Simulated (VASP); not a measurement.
SiC: relaxation of cell and atoms with r2SCAN

The system is SiC.

```
Si C
1.0
     3.09500    0.00000    0.00000
    -1.54750    2.68035    0.00000
     0.00000    0.00000   15.18644
Si C
6 6
Direct
  0.00000 0.00000 0.12504
  0.00000 0.00000 0.62504
  0.33333 0.66667 0.29182
  0.66667 0.33333 0.79182
  0.33333 0.66667 0.95831
  0.66667 0.33333 0.45831
  0.00000 0.00000 0.99969
  0.00000 0.00000 0.49969
  0.33333 0.66667 0.16683
  0.66667 0.33333 0.66683
  0.33333 0.66667 0.83332
  0.66667 0.33333 0.33332
```

| Item | Value |
| --- | --- |
| Program | VASP 6.6.1 |
| Task | relaxation of cell and atoms |
| Functional | r2SCAN |
| Potentials or basis | VASP PAW PBE potentials, release 64 (Si, C) |
| Cutoff | 600 eV |
| k mesh | 12 × 12 × 2 |
| Occupations | gaussian, width 0.02 eV |
| Spin | no spin polarisation |
| Dipole correction | no |
| Further INCAR settings | ALGO = Normal; EDIFF = 1e-06; IBRION = 2; EDIFFG = -0.005; NSW = 70; ISIF = 3 |

The relaxed volume is 10.32 Å³/atom and the relaxed cell is a = 3.077 Å, b = 3.077 Å, c = 15.099 Å, α = 90.00°, β = 90.00°, γ = 120.00°. The space group after relaxing (to 0.1 Å) is P6_3mc (No. 186). The energy gained by relaxing is 2.2 meV/atom, the ionic steps are 6 and the pressure after relaxing is 0.0 GPa. The band gap on the k mesh is 2.40 eV (least direct gap 3.56 eV).

Step by step:
```tsv
step	energy change (eV)	largest force (eV/Å)	pressure (GPa)	volume (Å³)
1	0.0000	0.0063	-3.86	125.98
2	0.0062	0.0162	4.55	121.43
3	-0.0268	0.0050	-0.05	123.80
4	-0.0268	0.0052	0.08	123.75
5	-0.0268	0.0057	-0.09	123.83
6	-0.0268	0.0006	0.00	123.79
```

Final structure:
```yaml
crystal:
  lattice:
    - [3.07683, 0.00000, 0.00000]
    - [-1.53841, 2.66461, 0.00000]
    - [0.00000, 0.00000, 15.09878]
  atoms:
    - { symbol: Si, position: [0.00000, 0.00000, 0.12504] }
    - { symbol: Si, position: [0.00000, 0.00000, 0.62504] }
    - { symbol: Si, position: [0.33333, 0.66667, 0.29182] }
    - { symbol: Si, position: [0.66667, 0.33333, 0.79182] }
    - { symbol: Si, position: [0.33333, 0.66667, 0.95830] }
    - { symbol: Si, position: [0.66667, 0.33333, 0.45830] }
    - { symbol: C, position: [0.00000, 0.00000, 0.99968] }
    - { symbol: C, position: [0.00000, 0.00000, 0.49968] }
    - { symbol: C, position: [0.33333, 0.66667, 0.16684] }
    - { symbol: C, position: [0.66667, 0.33333, 0.66684] }
    - { symbol: C, position: [0.33333, 0.66667, 0.83331] }
    - { symbol: C, position: [0.66667, 0.33333, 0.33331] }
```

Levels at points of the mesh, in eV from the valence-band top:
| k point | band 21 | band 22 | band 23 | band 24 | band 25 | band 26 | band 27 | band 28 |
| --- | --- | --- | --- | --- | --- | --- | --- | --- |
| (0.00, 0.00, 0.00) | -0.32 | -0.04 | 0.00 | 0.00 | 5.77 | 5.95 | 6.36 | 6.88 |
| (0.50, 0.00, 0.00) | -1.90 | -1.87 | -1.72 | -1.16 | 2.40 | 2.62 | 3.68 | 4.35 |
| (0.00, 0.00, 0.50) | -0.10 | -0.10 | -0.10 | -0.10 | 5.84 | 5.84 | 6.59 | 6.59 |
| (0.50, 0.00, 0.50) | -1.79 | -1.79 | -1.37 | -1.37 | 2.46 | 2.46 | 3.90 | 3.90 |

Wall time 83 min on 1 thread of Oxide Virtual Turin-like Processor, with other jobs on the host, peak memory 0.38 GiB.

Caveat: the PAW data sets were made with another functional, which shifts forces and pressure a little. A k mesh can miss the band edges.
